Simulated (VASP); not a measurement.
# Zr (P6/mmm) in VASP: a series of runs

Runs on Zr. Level: PBE. Tasks: single point.

Program: VASP 6.6.1. These are calculated values, not measurements. Logs are shortened: lines on timing, memory, paths and dates and some standing lists are left out, and cuts for length are marked.

### 1 The cell of the first run

It takes space group P6/mmm (No. 191, hexagonal). Conventional cell: a = 2.570 Å, b = 2.570 Å, c = 2.503 Å, α = 90.00°, β = 90.00°, γ = 120.00°. Zr (site symmetry 6/mmm) has 8 Zr at 2.50 to 2.57 Å within 3.3 Å.

This isn't the form of Zr at room conditions, which is hcp.

### 2 Single point, PBE

File INCAR:

```
SYSTEM = Zr
PREC     = Accurate       ! precision mode
ENCUT    = 520            ! plane-wave cutoff, eV
EDIFF    = 1E-7           ! SCF threshold, eV
ISMEAR   = -1             ! smearing method
SIGMA    = 0.1            ! smearing width, eV
LREAL    = .False.        ! projectors in reciprocal space
LASPH    = .True.         ! aspherical terms in the spheres
NELM     = 100            ! most SCF steps
ALGO     = Normal         ! electronic algorithm
ISIF     = 2              ! what is computed and relaxed
LWAVE    = .False.        ! write WAVECAR
LCHARG   = .False.        ! write CHGCAR
GGA      = PE             ! functional
NBANDS   = 12             ! bands
```

File KPOINTS:

```
regular mesh
0
Gamma
  16 16 14
  0 0 0
```

File POSCAR:

```
Zr
1.0
    2.5703218619      0.0000000000      0.0000000000
   -1.2851609309      2.2259640283      0.0000000000
    0.0000000000      0.0000000000      2.5030887107
Zr
1
Direct
    0.0000000000      0.0000000000      0.0000000000
```

Potentials or basis: VASP PAW PBE potentials, release 64 (Zr_sv).

On the command line:

```sh
> cat potpaw_PBE.64/Zr_sv/POTCAR > POTCAR
> mpirun -np 1 vasp_std > vasp.out
```

OUTCAR:

```text
SYSTEM = Zr
   PREC = Accurate
   ENCUT = 520
   EDIFF = 1E-7
   ISMEAR = -1
   LREAL = .False.
   LASPH = .True.
   NELM = 100
   ISIF = 2
   GGA = PE

 ion  position               nearest neighbor table
   1  0.000  0.000  0.000-

  LATTYP: Found a hexagonal cell.
 ALAT       =     2.5703218619
 C/A-ratio  =     0.9738425167

  Lattice vectors:

 A1 = (   2.5703218619,   0.0000000000,   0.0000000000)
 A2 = (  -1.2851609309,   2.2259640283,   0.0000000000)
 A3 = (   0.0000000000,   0.0000000000,   2.5030887107)

Analysis of symmetry for initial positions (statically):
=====================================================================
 Subroutine PRICEL returns:
 Original cell was already a primitive cell.

 Routine SETGRP: Setting up the symmetry group for a
 hexagonal supercell.

 Subroutine GETGRP returns: Found 24 space group operations
 (whereof 24 operations were pure point group operations)
 out of a pool of 24 trial point group operations.

The static configuration has the point symmetry D_6h.

Analysis of symmetry for dynamics (positions and initial velocities):
=====================================================================
 Subroutine PRICEL returns:
 Original cell was already a primitive cell.

 Routine SETGRP: Setting up the symmetry group for a
 hexagonal supercell.

 Subroutine GETGRP returns: Found 24 space group operations
 (whereof 24 operations were pure point group operations)
 out of a pool of 24 trial point group operations.

The dynamic configuration has the point symmetry D_6h.

 Subroutine INISYM returns: Found 24 space group operations
 (whereof 24 operations are pure point group operations),
 and found     1 'primitive' translations

----------------------------------------------------------------------------------------

                                     Primitive cell

  volume of cell :      14.3213

  direct lattice vectors                    reciprocal lattice vectors
     2.570321862  0.000000000  0.000000000     0.389056334  0.224621779  0.000000000
    -1.285160931  2.225964028  0.000000000     0.000000000  0.449243558  0.000000000
     0.000000000  0.000000000  2.503088711     0.000000000  0.000000000  0.399506416

  length of vectors
     2.570321862  2.570321862  2.503088711     0.449243558  0.449243558  0.399506416

  position of ions in fractional coordinates (direct lattice)
     0.000000000  0.000000000  0.000000000

  ion indices of the primitive-cell ions
   primitive index   ion index
                 1           1

----------------------------------------------------------------------------------------

 KPOINTS: regular mesh

Automatic generation of k-mesh.
 Grid dimensions read from file:
 generate k-points for:   16   16   14

 Generating k-lattice:

  Cartesian coordinates                     Fractional coordinates (reciprocal lattice)
     0.024316021  0.014038861  0.000000000     0.062500000  0.000000000  0.000000000
     0.000000000  0.028077722  0.000000000     0.000000000  0.062500000  0.000000000
     0.000000000  0.000000000  0.028536173     0.000000000  0.000000000  0.071428571

  Length of vectors
     0.028077722  0.028077722  0.028536173

  Shift w.r.t. Gamma in fractional coordinates (k-lattice)
     0.000000000  0.000000000  0.000000000

 Subroutine IBZKPT returns following result:
 ===========================================

 Found    240 irreducible k-points:

 Following reciprocal coordinates:
            Coordinates               Weight
  0.000000  0.000000  0.000000      1.000000
  0.062500  0.000000  0.000000      6.000000
  0.125000  0.000000  0.000000      6.000000
  0.187500  0.000000  0.000000      6.000000
  0.250000  0.000000  0.000000      6.000000
  0.312500  0.000000  0.000000      6.000000
[... 16 lines left out ...]
  0.187500  0.187500  0.000000      6.000000
  0.250000  0.187500  0.000000     12.000000
 [... further k-points ...]
   k-points           NKPTS =    240   k-points in BZ     NKDIM =    240   number of bands    NBANDS=     12
   number of dos      NEDOS =    301   number of ions     NIONS =      1
   total plane-waves  NPLWV =   8000
   dimension x,y,z NGX =    20 NGY =   20 NGZ =   20
   dimension x,y,z NGXF=    40 NGYF=   40 NGZF=   40
   ions per type =               1
   NGX,Y,Z   is equivalent  to a cutoff of  12.94, 12.94, 13.28 a.u.
   NGXF,Y,Z  is equivalent  to a cutoff of  25.87, 25.87, 26.57 a.u.
 SYSTEM =  Zr
   PREC   = accura    normal or accurate (medium, high low for compatibility)
   ISTART =      0    job   : 0-new  1-cont  2-samecut
   ICHARG =      2    charge: 1-file 2-atom 10-const
   ISPIN  =      1    spin polarized calculation?
   LNONCOLLINEAR =      F non collinear calculations
   LSORBIT =      F    spin-orbit coupling
   LASPH  =      T    aspherical Exc in radial PAW
   ENCUT  =  520.0 eV  38.22 Ry    6.18 a.u.   4.78  4.78  4.65*2*pi/ulx,y,z
   NELM   =    100;   NELMIN=  2; NELMDL= -5     # of ELM steps
   EDIFF  = 0.1E-06   stopping-criterion for ELM
   LREAL  =      F    real-space projection
   EDIFFG = 0.1E-05   stopping-criterion for IOM
   NSW    =      0    number of steps for IOM
   IBRION =     -1    ionic relax: 0-MD 1-quasi-New 2-CG
   NFREE  =      0    steps in history (QN), initial steepest desc. (CG)
   ISIF   =      2    stress and relaxation
   ISYM   =      2    0-nonsym 1-usesym 2-fastsym
   POTIM  = 0.5000    time-step for ionic-motion
   TEBEG  =    0.0;   TEEND  =   0.0 temperature during run
   PSTRESS=    0.0 pullay stress
   NELECT =      12.0000    total number of electrons
   NUPDOWN=      -1.0000    fix difference up-down
   EMIN   =  10.00;   EMAX   =-10.00  energy-range for DOS
   EFERMI =   0.00;   METHOD = LEGACY
   ISMEAR =    -1;   SIGMA  =   0.10  broadening in eV -4-tet -1-fermi 0-gaus
   EFERMI_NEDOS =   21; number of points for ismear=-14 and -15
   IALGO  =     38    algorithm
   IMIX   =      4    mixing-type and parameters
     AMIX     =   0.40;   BMIX     =  1.00
     AMIX_MAG =   1.60;   BMIX_MAG =  1.00
  volume/ion in A,a.u.               =      14.32        96.64
  Fermi-wavevector in a.u.,A,eV,Ry     =   1.543386  2.916577 32.409635  2.382041
  Thomas-Fermi vector in A             =   2.649056
   LORBIT       =      0    0 simple, 1 ext, 2 COOP (PROOUT), +10 PAW based schemes
   GGA     = PE    functional components
   LHFCALC =     F    Hartree Fock is set to
   AEXX    =    0.0000 exact exchange contribution
   IVDW    =     0    specifies the selected vdW correction
   LEPSILON=     F    determine dielectric tensor
   LRPA    =     F    only Hartree local field effects (RPA)
 non-spin polarized calculation
  energy-cutoff  :      520.00
  volume of cell :       14.32
 maximum number of plane-waves:       405
 NGX is ok and might be reduce to    20
   NGX =  9   NGY =  9   NGZ =  9

 number of electron      12.0000000 magnetization

 Free energy of the ion-electron system (eV)
  ---------------------------------------------------
  ext. energy  EPLUGINS =         0.00000000
  ---------------------------------------------------
  free energy    TOTEN  =        -6.12680832 eV

  energy without entropy =       -6.10641999  energy(sigma->0) =       -6.11661416

 E-fermi :  15.1740     XC(G=0): -13.4700

 val. band max:       15.1573307609   @ k =   0.3125   0.3125   0.0714
 cond. band min:      15.1889699780   @ k =   0.1875   0.0625   0.0714
 fundamental gap:      0.0316392171
 Fermi energy:        15.1740324752

 k-point     1 :       0.0000    0.0000    0.0000
  band No.  band energies     occupation
      1     -33.6903      2.00000
      2      -9.5492      2.00000
      3      -9.0742      2.00000
      4      -9.0742      2.00000
      5      10.0836      2.00000
      6      11.6651      2.00000
      7      16.3815      0.00001
      8      16.3815      0.00001
      9      24.8018      0.00000
     10      24.8018      0.00000
     11      27.2731      0.00000
     12      32.2763      0.00000

 k-point     2 :       0.0625    0.0000    0.0000
  band No.  band energies     occupation
      1     -33.6545      2.00000
      2      -9.5263      2.00000
      3      -9.2818      2.00000
      4      -9.1177      2.00000
      5      10.2867      2.00000
      6      11.8292      2.00000
      7      16.0665      0.00027
      8      16.6089      0.00000
      9      24.3059      0.00000
     10      24.7366      0.00000
     11      27.9243      0.00000
     12      32.8919      0.00000

 k-point     3 :       0.1250    0.0000    0.0000
  band No.  band energies     occupation
      1     -33.5512      2.00000
      2      -9.8501      2.00000
      3      -9.4604      2.00000
      4      -9.2395      2.00000
      5      10.7776      2.00000
      6      12.2976      2.00000
      7      15.4134      0.16735
      8      17.2788      0.00000
      9      23.1736      0.00000
     10      24.5560      0.00000
     11      29.6420      0.00000
     12      34.3375      0.00000
[... 286 lines left out ...]
 k-point    23 :       0.1875    0.1875    0.0000
  band No.  band energies     occupation
      1     -32.9489      2.00000
      2     -12.2098      2.00000
      3     -10.3105      2.00000
      4      -9.0888      2.00000
      5      12.9166      2.00000
      6      13.5804      2.00000
      7      14.9587      1.79200
      8      19.8083      0.00000
      9      22.5486      0.00000
     10      22.8782      0.00000
     11      31.3273      0.00000
     12      31.5466      0.00000

 k-point    24 :       0.2500    0.1875    0.0000
  band No.  band energies     occupation
      1     -32.7833      2.00000
      2     -12.6655      2.00000
      3     -10.6931      2.00000
      4      -8.9904      2.00000
      5      13.2707      2.00000
      6      13.5771      2.00000
      7      15.9753      0.00066
      8      19.2933      0.00000
      9      22.2931      0.00000
     10      23.8382      0.00000
     11      30.2325      0.00000
     12      31.4045      0.00000

 [... further k-points ...]
[... 5 lines left out ...]
  --------------------------------------------------------------------------------------
  -------------------------------------------------------------------------------------
  Total        9.2337497      9.2337497      9.1769488      0.0000000      0.0000000     -0.0000000
  in kB     1033.0153750   1033.0153750   1026.6608455      0.0000000      0.0000000     -0.0000000
  external PRESSURE =    1030.8971985 kB  Pullay stress =       0.0000000 kB

 VOLUME and BASIS-vectors are now :
 -----------------------------------------------------------------------------
  energy-cutoff  :      520.00
  volume of cell :       14.32
      direct lattice vectors                 reciprocal lattice vectors
     2.570321862  0.000000000  0.000000000     0.389056334  0.224621779  0.000000000
    -1.285160931  2.225964028  0.000000000     0.000000000  0.449243558  0.000000000
     0.000000000  0.000000000  2.503088711     0.000000000  0.000000000  0.399506416

 POSITION                                       TOTAL-FORCE (eV/Angst)
 -----------------------------------------------------------------------------------
      0.00000      0.00000      0.00000        -0.000000      0.000000      0.000000
 -----------------------------------------------------------------------------------
    total drift:                               -0.000000      0.000000      0.000000

  FREE ENERGIE OF THE ION-ELECTRON SYSTEM (eV)
  ---------------------------------------------------
  free  energy   TOTEN  =        -6.1268083226 eV

  energy  without entropy=       -6.1064199925  energy(sigma->0) =       -6.11661416
```

Wall time 24 s (1 thread of Intel Xeon 6455B, shared host); peak memory 0.16 GiB.

Results:

- Free energy: -6.1268 eV
- Pressure: 103.1 GPa
- Band gap on the k mesh: zero (bands 6 and 7 overlap by 3.07 eV)

Stress tensor (GPa, compression positive):
```
103.30   0.00   0.00
  0.00 103.30   0.00
  0.00   0.00 102.67
```

Levels at points of the mesh, in eV from the Fermi level:
| k point | band 3 | band 4 | band 5 | band 6 | band 7 | band 8 | band 9 | band 10 |
| --- | --- | --- | --- | --- | --- | --- | --- | --- |
| (0.00, 0.00, 0.00) | -24.25 | -24.25 | -5.09 | -3.51 | 1.21 | 1.21 | 9.63 | 9.63 |
| (0.50, 0.00, 0.00) | -25.29 | -24.09 | -4.70 | -0.99 | 3.02 | 4.16 | 8.16 | 10.61 |
| (0.00, 0.00, 0.50) | -23.87 | -23.87 | -1.69 | 2.11 | 2.42 | 2.42 | 4.60 | 4.60 |
| (0.50, 0.00, 0.50) | -27.60 | -24.85 | -5.94 | -2.77 | 2.17 | 7.46 | 11.17 | 12.50 |

Caveat: the cell stands under pressure.

### 3 Single point, PBE (14.32 Å³/atom)

File INCAR:

```
  ALGO = Normal
  EDIFF = 1E-6
  ENCUT = 520
  GGA = PE
  ISIF = 2
  ISMEAR = -1
  LASPH = T
  LCHARG = F
  LREAL = F
  LWAVE = F
  NBANDS = 12
  NELM = 100
  PREC = Accurate
  SIGMA = 0.1
```

File KPOINTS:

```
k-points
0
Gamma
  16 16 14
```

POSCAR is that of step 2.

Potentials or basis: VASP PAW PBE potentials, release 64 (Zr_sv).

On the command line:

```sh
> cat potpaw_PBE.64/Zr_sv/POTCAR > POTCAR
> mpirun -np 1 vasp_std > vasp.out
```

Run time: 22 s. Hardware: 1 thread of Intel Xeon 6455B, shared host; peak memory 0.15 GiB.

The run converged. Its results:

* Free energy: -6.1268 eV
* Pressure: 103.1 GPa
* Band gap on the k mesh: zero (bands 6 and 7 overlap by 3.07 eV)

Stress tensor (GPa, compression positive):
```
103.27   0.00   0.00
  0.00 103.27   0.00
  0.00   0.00 102.67
```

Levels at points of the mesh, in eV from the Fermi level:
```csv
k point,band 2,band 3,band 4,band 5,band 6,band 7,band 8,band 9,band 10,band 11
"(0.00, 0.00, 0.00)",-24.72,-24.25,-24.25,-5.09,-3.51,1.21,1.21,9.63,9.63,12.10
"(0.50, 0.00, 0.00)",-28.79,-25.29,-24.09,-4.70,-0.99,3.02,4.16,8.16,10.61,16.44
"(0.00, 0.00, 0.50)",-28.67,-23.87,-23.87,-1.69,2.11,2.42,2.42,4.60,4.60,15.04
"(0.50, 0.00, 0.50)",-28.09,-27.60,-24.85,-5.94,-2.77,2.17,7.46,11.17,12.50,12.72
```

Caveat: the cell stands under pressure.

### 4 Single point, PBE

This run uses another cell than the first one, of 16.23 Å³/atom.

File INCAR:

```
  PREC = Accurate
  ENCUT = 520
  EDIFF = 1E-6
  ISMEAR = -1
  SIGMA = 0.1
  LREAL = F
  LASPH = T
  NELM = 60
  ALGO = Normal
  ISIF = 2
  LWAVE = F
  LCHARG = F
  GGA = PE
  NBANDS = 12
```

File KPOINTS:

```
Automatic mesh
0
Gamma
  16 16 14
```

File POSCAR:

```
Zr
1.0
    2.6801982505      0.0000000000      0.0000000000
   -1.3400991253      2.3211197721      0.0000000000
    0.0000000000      0.0000000000      2.6090060449
Zr
1
Direct
    0.0000000000      0.0000000000      0.0000000000
```

Potentials or basis: VASP PAW PBE potentials, release 64 (Zr_sv).

On the command line:

```sh
> cat potpaw_PBE.64/Zr_sv/POTCAR > POTCAR
> mpirun -np 1 vasp_std > vasp.out
```

OUTCAR:

```text
PREC = Accurate
   ENCUT = 520
   EDIFF = 1E-6
   ISMEAR = -1
   LREAL = F
   LASPH = T
   NELM = 60
   ISIF = 2
   GGA = PE

 ion  position               nearest neighbor table
   1  0.000  0.000  0.000-

  LATTYP: Found a hexagonal cell.
 ALAT       =     2.6801982505
 C/A-ratio  =     0.9734377091

  Lattice vectors:

 A1 = (   2.6801982505,   0.0000000000,   0.0000000000)
 A2 = (  -1.3400991253,   2.3211197721,   0.0000000000)
 A3 = (   0.0000000000,   0.0000000000,   2.6090060449)

[... 529 lines left out ...]
      4     -11.4214      2.00000
      5      11.3801      2.00000
      6      11.8070      2.00000
      7      13.6298      0.04312
      8      17.0899      0.00000
      9      19.6672      0.00000
     10      21.0098      0.00000
     11      27.2554      0.00000
     12      27.8565      0.00000

 [... further k-points ...]
[... 5 lines left out ...]
  --------------------------------------------------------------------------------------
  -------------------------------------------------------------------------------------
  Total        6.1932783      6.1932783      6.1895330     -0.0000000      0.0000000      0.0000000
  in kB      611.3523973    611.3523973    610.9826921     -0.0000000      0.0000000      0.0000000
  external PRESSURE =     611.2291622 kB  Pullay stress =       0.0000000 kB

 VOLUME and BASIS-vectors are now :
 -----------------------------------------------------------------------------
  energy-cutoff  :      520.00
  volume of cell :       16.23
      direct lattice vectors                 reciprocal lattice vectors
     2.680198251  0.000000000  0.000000000     0.373106728  0.215413270  0.000000000
    -1.340099125  2.321119772  0.000000000     0.000000000  0.430826540  0.000000000
     0.000000000  0.000000000  2.609006045     0.000000000  0.000000000  0.383287728

 POSITION                                       TOTAL-FORCE (eV/Angst)
 -----------------------------------------------------------------------------------
      0.00000      0.00000      0.00000         0.000000      0.000000      0.000000
 -----------------------------------------------------------------------------------
    total drift:                               -0.000000      0.000000      0.000000

  FREE ENERGIE OF THE ION-ELECTRON SYSTEM (eV)
  ---------------------------------------------------
  free  energy   TOTEN  =        -7.0856273075 eV

  energy  without entropy=       -7.0648349541  energy(sigma->0) =       -7.07523113
```

OSZICAR:

```text
N       E                     dE             d eps       ncg     rms          rms(c)
DAV:   1     0.926004390944E+02    0.92600E+02   -0.73317E+03  5792   0.105E+03
DAV:   2    -0.418889463322E+01   -0.96789E+02   -0.93281E+02  6560   0.286E+02
DAV:   3    -0.713986770151E+01   -0.29510E+01   -0.28871E+01  8140   0.426E+01
DAV:   4    -0.720914721398E+01   -0.69280E-01   -0.69199E-01  6452   0.632E+00
DAV:   5    -0.721144526556E+01   -0.22981E-02   -0.22979E-02  7680   0.857E-01    0.215E+01
DAV:   6    -0.707597633099E+01    0.13547E+00   -0.26271E-01  6536   0.485E+00    0.103E+01
DAV:   7    -0.708067893981E+01   -0.47026E-02   -0.16162E-01  7468   0.366E+00    0.117E+00
DAV:   8    -0.708564038781E+01   -0.49614E-02   -0.16120E-02  6360   0.149E+00    0.102E-01
DAV:   9    -0.708564937741E+01   -0.89896E-05   -0.46852E-04  6716   0.202E-01    0.257E-02
DAV:  10    -0.708562786666E+01    0.21511E-04   -0.18942E-05  6976   0.449E-02    0.120E-02
DAV:  11    -0.708562730747E+01    0.55919E-06   -0.14133E-06  5732   0.128E-02
   1 F= -.70856273E+01 E0= -.70752311E+01  d E =-.207924E-01
```

It took 25 s on 1 thread of Intel Xeon 6455B, shared host; peak memory 0.16 GiB.

Results:

```yaml
Free_energy: -7.0856 eV
Pressure: 61.1 GPa
Band_gap_on_the_k_mesh: zero (bands 6 and 7 overlap by 2.09 eV)
```

Levels at points of the mesh, in eV from the Fermi level:
```csv
k point,band 4,band 5,band 6,band 7,band 8,band 9
"(0.00, 0.00, 0.00)",-24.72,-5.32,-2.94,1.28,1.28,8.48
"(0.50, 0.00, 0.00)",-24.62,-4.09,-0.94,2.91,3.27,7.26
"(0.00, 0.00, 0.50)",-24.45,-2.04,1.42,2.31,2.31,4.23
"(0.50, 0.00, 0.50)",-25.17,-4.97,-2.36,2.15,7.00,9.80
```

Caveat: the cell stands under pressure.
